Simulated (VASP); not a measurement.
# InO3 (ReO3 type) (Pm-3m) in VASP: further runs

Runs on InO3 (ReO3 type). Level: PBE. Tasks: single point.

Everything below comes from runs of VASP 6.6.1. Logs are shortened: lines on timing, memory, paths and dates and some standing lists are left out, and cuts for length are marked.

## 1. The cell of the first run

Symmetry: Pm-3m, No. 221, cubic system. Conventional cell: a = 4.213 Å, b = 4.213 Å, c = 4.213 Å, α = 90.00°, β = 90.00°, γ = 90.00°. In (site symmetry m-3m) has 6 O at 2.11 Å within 2.8 Å. Within 2.8 Å of O (site symmetry 4/mmm) lie 2 In at 2.11 Å.

## 2. Single point, PBE

Input file INCAR:

```
ALGO = Normal
EDIFF = 1E-6
ENCUT = 520
GGA = PE
ISIF = 2
ISMEAR = -1
LASPH = T
LCHARG = F
LREAL = F
LWAVE = F
NBANDS = 24
NELM = 80
PREC = Accurate
SIGMA = 0.06122561905347299
```

Input file KPOINTS:

```
k-points
0
Gamma
  9 9 9
```

Input file POSCAR:

```
InO3
1.0
    4.2125360646      0.0000000000      0.0000000000
    0.0000000000      4.2125360646      0.0000000000
    0.0000000000      0.0000000000      4.2125360646
In O
1 3
Direct
    0.0000000000      0.0000000000      0.0000000000
    0.5000000000      0.0000000000      0.0000000000
    0.0000000000      0.5000000000      0.0000000000
    0.0000000000      0.0000000000      0.5000000000
```

Potentials or basis: VASP PAW PBE potentials, release 64 (In_d, O).

Started as:

```console
$ cat potpaw_PBE.64/In_d/POTCAR potpaw_PBE.64/O/POTCAR > POTCAR
$ mpirun -np 1 vasp_std > vasp.out
```

OUTCAR:

```text
EDIFF = 1E-6
   ENCUT = 520
   GGA = PE
   ISIF = 2
   ISMEAR = -1
   LASPH = T
   LREAL = F
   NELM = 80
   PREC = Accurate

 ion  position               nearest neighbor table
   1  0.000  0.000  0.000-   2 2.11   3 2.11   4 2.11   4 2.11   3 2.11   2 2.11
   2  0.500  0.000  0.000-   1 2.11   1 2.11
   3  0.000  0.500  0.000-   1 2.11   1 2.11
   4  0.000  0.000  0.500-   1 2.11   1 2.11

  LATTYP: Found a simple cubic cell.
 ALAT       =     4.2125360646

  Lattice vectors:

 A1 = (   4.2125360646,   0.0000000000,   0.0000000000)
 A2 = (   0.0000000000,   4.2125360646,   0.0000000000)
 A3 = (   0.0000000000,   0.0000000000,   4.2125360646)

Analysis of symmetry for initial positions (statically):
=====================================================================
 Subroutine PRICEL returns:
 Original cell was already a primitive cell.

 Routine SETGRP: Setting up the symmetry group for a
 simple cubic supercell.

 Subroutine GETGRP returns: Found 48 space group operations
 (whereof 48 operations were pure point group operations)
 out of a pool of 48 trial point group operations.

The static configuration has the point symmetry O_h .

Analysis of symmetry for dynamics (positions and initial velocities):
=====================================================================
 Subroutine PRICEL returns:
 Original cell was already a primitive cell.

 Routine SETGRP: Setting up the symmetry group for a
 simple cubic supercell.

 Subroutine GETGRP returns: Found 48 space group operations
 (whereof 48 operations were pure point group operations)
 out of a pool of 48 trial point group operations.

The dynamic configuration has the point symmetry O_h .

 Subroutine INISYM returns: Found 48 space group operations
 (whereof 48 operations are pure point group operations),
 and found     1 'primitive' translations

----------------------------------------------------------------------------------------

                                     Primitive cell

  volume of cell :      74.7534

  direct lattice vectors                    reciprocal lattice vectors
     4.212536065  0.000000000  0.000000000     0.237386692  0.000000000  0.000000000
     0.000000000  4.212536065  0.000000000     0.000000000  0.237386692  0.000000000
     0.000000000  0.000000000  4.212536065     0.000000000  0.000000000  0.237386692

  length of vectors
     4.212536065  4.212536065  4.212536065     0.237386692  0.237386692  0.237386692

  position of ions in fractional coordinates (direct lattice)
     0.000000000  0.000000000  0.000000000
     0.500000000  0.000000000  0.000000000
     0.000000000  0.500000000  0.000000000
     0.000000000  0.000000000  0.500000000

  ion indices of the primitive-cell ions
   primitive index   ion index
                 1           1
                 2           2
                 3           3
                 4           4

----------------------------------------------------------------------------------------

 KPOINTS: k-points

Automatic generation of k-mesh.
 Grid dimensions read from file:
 generate k-points for:    9    9    9

 Generating k-lattice:

  Cartesian coordinates                     Fractional coordinates (reciprocal lattice)
     0.026376299  0.000000000  0.000000000     0.111111111  0.000000000  0.000000000
     0.000000000  0.026376299  0.000000000     0.000000000  0.111111111  0.000000000
     0.000000000  0.000000000  0.026376299     0.000000000  0.000000000  0.111111111

  Length of vectors
     0.026376299  0.026376299  0.026376299

  Shift w.r.t. Gamma in fractional coordinates (k-lattice)
     0.000000000  0.000000000  0.000000000

 Subroutine IBZKPT returns following result:
 ===========================================

 Found     35 irreducible k-points:

 Following reciprocal coordinates:
            Coordinates               Weight
  0.000000  0.000000  0.000000      1.000000
  0.111111  0.000000  0.000000      6.000000
  0.222222  0.000000  0.000000      6.000000
  0.333333  0.000000  0.000000      6.000000
  0.444444  0.000000  0.000000      6.000000
  0.111111  0.111111  0.000000     12.000000
[... 16 lines left out ...]
  0.333333  0.333333  0.111111     24.000000
  0.444444  0.333333  0.111111     48.000000
 [... further k-points ...]
   k-points           NKPTS =     35   k-points in BZ     NKDIM =     35   number of bands    NBANDS=     24
   number of dos      NEDOS =    301   number of ions     NIONS =      4
   total plane-waves  NPLWV =  32768
   dimension x,y,z NGX =    32 NGY =   32 NGZ =   32
   dimension x,y,z NGXF=    64 NGYF=   64 NGZF=   64
   ions per type =               1   3
   NGX,Y,Z   is equivalent  to a cutoff of  12.63, 12.63, 12.63 a.u.
   NGXF,Y,Z  is equivalent  to a cutoff of  25.26, 25.26, 25.26 a.u.
 SYSTEM =  unknown system
   PREC   = accura    normal or accurate (medium, high low for compatibility)
   ISTART =      0    job   : 0-new  1-cont  2-samecut
   ICHARG =      2    charge: 1-file 2-atom 10-const
   ISPIN  =      1    spin polarized calculation?
   LNONCOLLINEAR =      F non collinear calculations
   LSORBIT =      F    spin-orbit coupling
   LASPH  =      T    aspherical Exc in radial PAW
   ENCUT  =  520.0 eV  38.22 Ry    6.18 a.u.   7.83  7.83  7.83*2*pi/ulx,y,z
   NELM   =     80;   NELMIN=  2; NELMDL= -5     # of ELM steps
   EDIFF  = 0.1E-05   stopping-criterion for ELM
   LREAL  =      F    real-space projection
   EDIFFG = 0.1E-04   stopping-criterion for IOM
   NSW    =      0    number of steps for IOM
   IBRION =     -1    ionic relax: 0-MD 1-quasi-New 2-CG
   NFREE  =      0    steps in history (QN), initial steepest desc. (CG)
   ISIF   =      2    stress and relaxation
   ISYM   =      2    0-nonsym 1-usesym 2-fastsym
   POTIM  = 0.5000    time-step for ionic-motion
   TEBEG  =    0.0;   TEEND  =   0.0 temperature during run
   PSTRESS=    0.0 pullay stress
   NELECT =      31.0000    total number of electrons
   NUPDOWN=      -1.0000    fix difference up-down
   EMIN   =  10.00;   EMAX   =-10.00  energy-range for DOS
   EFERMI =   0.00;   METHOD = LEGACY
   ISMEAR =    -1;   SIGMA  =   0.06  broadening in eV -4-tet -1-fermi 0-gaus
   EFERMI_NEDOS =   21; number of points for ismear=-14 and -15
   IALGO  =     38    algorithm
   IMIX   =      4    mixing-type and parameters
     AMIX     =   0.40;   BMIX     =  1.00
     AMIX_MAG =   1.60;   BMIX_MAG =  1.00
  volume/ion in A,a.u.               =      18.69       126.12
  Fermi-wavevector in a.u.,A,eV,Ry     =   1.220820  2.307016 20.278155  1.490402
  Thomas-Fermi vector in A             =   2.356024
   LORBIT       =      0    0 simple, 1 ext, 2 COOP (PROOUT), +10 PAW based schemes
   GGA     = PE    functional components
   LHFCALC =     F    Hartree Fock is set to
   AEXX    =    0.0000 exact exchange contribution
   IVDW    =     0    specifies the selected vdW correction
   LEPSILON=     F    determine dielectric tensor
   LRPA    =     F    only Hartree local field effects (RPA)
 non-spin polarized calculation
  energy-cutoff  :      520.00
  volume of cell :       74.75
 maximum number of plane-waves:      2029
 NGX is ok and might be reduce to    32
   NGX = 15   NGY = 15   NGZ = 15

 number of electron      31.0000008 magnetization

 Free energy of the ion-electron system (eV)
  ---------------------------------------------------
  ext. energy  EPLUGINS =         0.00000000
  ---------------------------------------------------
  free energy    TOTEN  =       -16.22585212 eV

  energy without entropy =      -16.11427369  energy(sigma->0) =      -16.17006291

 E-fermi :  -1.2986     XC(G=0):  -8.1412

 val. band max:       -1.3093783898   @ k =   0.3333   0.3333   0.1111
 cond. band min:      -1.2963315751   @ k =   0.4444   0.2222   0.2222
 fundamental gap:      0.0130468147
 Fermi energy:        -1.2986183205

 k-point     1 :       0.0000    0.0000    0.0000
  band No.  band energies     occupation
      1     -18.0475      2.00000
      2     -17.6440      2.00000
      3     -17.6440      2.00000
      4     -12.8272      2.00000
      5     -12.8272      2.00000
      6     -12.8272      2.00000
[... 16 lines left out ...]
     23      12.8423      0.00000
     24      12.8423      0.00000

 k-point     2 :       0.1111    0.0000    0.0000
  band No.  band energies     occupation
      1     -18.0190      2.00000
      2     -17.6432      2.00000
      3     -17.6129      2.00000
      4     -12.8327      2.00000
      5     -12.8327      2.00000
      6     -12.8271      2.00000
[... 16 lines left out ...]
     23      12.9770      0.00000
     24      13.6174      0.00000

 k-point     3 :       0.2222    0.0000    0.0000
  band No.  band energies     occupation
      1     -17.9609      2.00000
      2     -17.6412      2.00000
      3     -17.5098      2.00000
      4     -12.8466      2.00000
      5     -12.8466      2.00000
      6     -12.8268      2.00000
[... 16 lines left out ...]
     23      13.3431      0.00000
     24      14.0951      0.00000

 k-point     4 :       0.3333    0.0000    0.0000
  band No.  band energies     occupation
      1     -17.9170      2.00000
      2     -17.6389      2.00000
      3     -17.3470      2.00000
      4     -12.8623      2.00000
      5     -12.8623      2.00000
      6     -12.8265      2.00000
[... 16 lines left out ...]
     23      13.7053      0.00000
     24      13.8193      0.00000

 k-point     5 :       0.4444    0.0000    0.0000
  band No.  band energies     occupation
      1     -17.8973      2.00000
      2     -17.6375      2.00000
      3     -17.2138      2.00000
      4     -13.0152      2.00000
      5     -12.8725      2.00000
      6     -12.8725      2.00000
[... 16 lines left out ...]
     23      12.9217      0.00000
     24      13.7444      0.00000

 k-point     6 :       0.1111    0.1111    0.0000
  band No.  band energies     occupation
      1     -17.9889      2.00000
      2     -17.6261      2.00000
      3     -17.6000      2.00000
      4     -12.8383      2.00000
      5     -12.8327      2.00000
      6     -12.8326      2.00000
[... 16 lines left out ...]
     23      13.4593      0.00000
     24      13.7316      0.00000
[... 379 lines left out ...]
 k-point    21 :       0.3333    0.2222    0.1111
  band No.  band energies     occupation
      1     -17.7680      2.00000
      2     -17.5102      2.00000
      3     -17.3389      2.00000
      4     -12.8834      2.00000
      5     -12.8679      2.00000
      6     -12.8518      2.00000
[... 16 lines left out ...]
     23      12.6958      0.00000
     24      13.3489      0.00000

 k-point    22 :       0.4444    0.2222    0.1111
  band No.  band energies     occupation
      1     -17.7500      2.00000
      2     -17.5059      2.00000
      3     -17.2062      2.00000
      4     -13.1132      2.00000
      5     -12.8939      2.00000
      6     -12.8781      2.00000
[... 16 lines left out ...]
     23      12.6424      0.00000
     24      13.0932      0.00000

 k-point    23 :       0.3333    0.3333    0.1111
  band No.  band energies     occupation
      1     -17.7256      2.00000
      2     -17.3640      2.00000
      3     -17.3174      2.00000
      4     -13.0388      2.00000
      5     -12.9004      2.00000
      6     -12.8675      2.00000
[... 16 lines left out ...]
     23      12.6742      0.00000
     24      13.4793      0.00000

 k-point    24 :       0.4444    0.3333    0.1111
  band No.  band energies     occupation
      1     -17.7113      2.00000
      2     -17.3391      2.00000
      3     -17.2015      2.00000
      4     -13.2520      2.00000
      5     -12.9115      2.00000
      6     -12.8777      2.00000
[... 16 lines left out ...]
     23      12.8004      0.00000
     24      13.1612      0.00000

 [... further k-points ...]

------------------------ aborting loop because EDIFF is reached ----------------------------------------

  FORCE on cell =-STRESS in cart. coord.  units (eV):
  Direction    XX          YY          ZZ          XY          YZ          ZX
  --------------------------------------------------------------------------------------
  -------------------------------------------------------------------------------------
  Total        0.0902327      0.0902327      0.0902327     -0.0000000     -0.0000000      0.0000000
  in kB        1.9339429      1.9339429      1.9339429     -0.0000000     -0.0000000      0.0000000
  external PRESSURE =       1.9339429 kB  Pullay stress =       0.0000000 kB

 VOLUME and BASIS-vectors are now :
 -----------------------------------------------------------------------------
  energy-cutoff  :      520.00
  volume of cell :       74.75
      direct lattice vectors                 reciprocal lattice vectors
     4.212536065  0.000000000  0.000000000     0.237386692  0.000000000  0.000000000
     0.000000000  4.212536065  0.000000000     0.000000000  0.237386692  0.000000000
     0.000000000  0.000000000  4.212536065     0.000000000  0.000000000  0.237386692

 POSITION                                       TOTAL-FORCE (eV/Angst)
 -----------------------------------------------------------------------------------
      0.00000      0.00000      0.00000         0.000000      0.000000      0.000000
      2.10627      0.00000      0.00000         0.000000      0.000000      0.000000
      0.00000      2.10627      0.00000         0.000000      0.000000      0.000000
      0.00000      0.00000      2.10627         0.000000      0.000000      0.000000
 -----------------------------------------------------------------------------------
    total drift:                                0.000000      0.000000     -0.000000

  FREE ENERGIE OF THE ION-ELECTRON SYSTEM (eV)
  ---------------------------------------------------
  free  energy   TOTEN  =       -16.2258521240 eV

  energy  without entropy=      -16.1142736919  energy(sigma->0) =      -16.17006291
```

Wall time 59 s (1 thread of Intel Xeon 8259CL, shared host); peak memory 0.2 GiB.

Results:

```
Free energy            : -16.2259 eV
Pressure               : 0.2 GPa
Band gap on the k mesh : zero (an odd number of electrons rules out a gap without spin polarisation)
```

Levels at points of the mesh, in eV from the Fermi level:
```csv
k point,band 12,band 13,band 14,band 15,band 16,band 17,band 18,band 19,band 20,band 21
"(0.00, 0.00, 0.00)",-0.26,-0.26,-0.26,-0.24,-0.24,-0.24,3.86,8.64,14.09,14.09
```

Caveat: spin-orbit coupling is left out, which moves the levels of the heavy elements; an odd number of electrons without spin polarisation forces a metal; a magnetic or distorted state may lie lower.

## 3. Single point, PBE

This run uses another cell than the first one, of 19.06 Å³/atom.

Input file INCAR:

```
ALGO     = Normal         # electronic algorithm
EDIFF    = 1E-6           # SCF threshold, eV
ENCUT    = 520            # plane-wave cutoff, eV
GGA      = PE             # functional
ISIF     = 2              # what is computed and relaxed
ISMEAR   = -1             # smearing method
LASPH    = True           # aspherical terms in the spheres
LCHARG   = True           # write CHGCAR
LELF     = True           # ELF
LREAL    = False          # projectors in reciprocal space
LVHAR    = True         
LWAVE    = False          # write WAVECAR
NBANDS   = 24             # bands
NELM     = 60             # most SCF steps
PREC     = Accurate       # precision mode
SIGMA    = 0.06122561905347299 # smearing width, eV
```

KPOINTS is that of step 2.

Input file POSCAR:

```
InO3
1.0
    4.2404344675      0.0000000000      0.0000000000
    0.0000000000      4.2404344675      0.0000000000
    0.0000000000      0.0000000000      4.2404344675
In O
1 3
Direct
    0.0000000000      0.0000000000      0.0000000000
    0.5000000000      0.0000000000      0.0000000000
    0.0000000000      0.5000000000      0.0000000000
    0.0000000000      0.0000000000      0.5000000000
```

Potentials or basis: VASP PAW PBE potentials, release 64 (In_d, O).

Started as:

```console
$ cat potpaw_PBE.64/In_d/POTCAR potpaw_PBE.64/O/POTCAR > POTCAR
$ mpirun -np 1 vasp_std > vasp.out
```

OUTCAR:

```text
EDIFF = 1E-6
   ENCUT = 520
   GGA = PE
   ISIF = 2
   ISMEAR = -1
   LASPH = True
   LREAL = False
   NELM = 60
   PREC = Accurate

 ion  position               nearest neighbor table
   1  0.000  0.000  0.000-   2 2.12   3 2.12   4 2.12   4 2.12   3 2.12   2 2.12
   2  0.500  0.000  0.000-   1 2.12   1 2.12
   3  0.000  0.500  0.000-   1 2.12   1 2.12
   4  0.000  0.000  0.500-   1 2.12   1 2.12

  LATTYP: Found a simple cubic cell.
 ALAT       =     4.2404344675

[... 842 lines left out ...]

  FORCE on cell =-STRESS in cart. coord.  units (eV):
  Direction    XX          YY          ZZ          XY          YZ          ZX
  --------------------------------------------------------------------------------------
  -------------------------------------------------------------------------------------
  Total       -0.5026072     -0.5026072     -0.5026072      0.0000000      0.0000000      0.0000000
  in kB      -10.5610765    -10.5610765    -10.5610765      0.0000000      0.0000000      0.0000000
  external PRESSURE =     -10.5610765 kB  Pullay stress =       0.0000000 kB

 VOLUME and BASIS-vectors are now :
 -----------------------------------------------------------------------------
  energy-cutoff  :      520.00
  volume of cell :       76.25
      direct lattice vectors                 reciprocal lattice vectors
     4.240434468  0.000000000  0.000000000     0.235824892  0.000000000  0.000000000
     0.000000000  4.240434468  0.000000000     0.000000000  0.235824892  0.000000000
     0.000000000  0.000000000  4.240434468     0.000000000  0.000000000  0.235824892

 POSITION                                       TOTAL-FORCE (eV/Angst)
 -----------------------------------------------------------------------------------
      0.00000      0.00000      0.00000         0.000000      0.000000      0.000000
      2.12022      0.00000      0.00000         0.000000      0.000000      0.000000
      0.00000      2.12022      0.00000         0.000000      0.000000      0.000000
      0.00000      0.00000      2.12022         0.000000      0.000000      0.000000
 -----------------------------------------------------------------------------------
    total drift:                                0.000000      0.000000     -0.000000

  FREE ENERGIE OF THE ION-ELECTRON SYSTEM (eV)
  ---------------------------------------------------
  free  energy   TOTEN  =       -16.2232631362 eV

  energy  without entropy=      -16.1067574232  energy(sigma->0) =      -16.16501028
```

Wall time 59 s (1 thread of Intel Xeon 8259CL, shared host); peak memory 0.2 GiB.

What came out:

```yaml
Free_energy: -16.2233 eV
Pressure: -1.1 GPa
Band_gap_on_the_k_mesh: zero (an odd number of electrons rules out a gap without spin polarisation)
```

Levels at points of the mesh, in eV from the Fermi level:
```tsv
k point	band 12	band 13	band 14	band 15	band 16	band 17	band 18	band 19	band 20	band 21
(0.00, 0.00, 0.00)	-0.24	-0.24	-0.24	-0.22	-0.22	-0.22	3.67	8.60	13.91	13.91
```

Caveat: spin-orbit coupling is left out, which moves the levels of the heavy elements; an odd number of electrons without spin polarisation forces a metal; a magnetic or distorted state may lie lower.

[end of part 1 of 3]
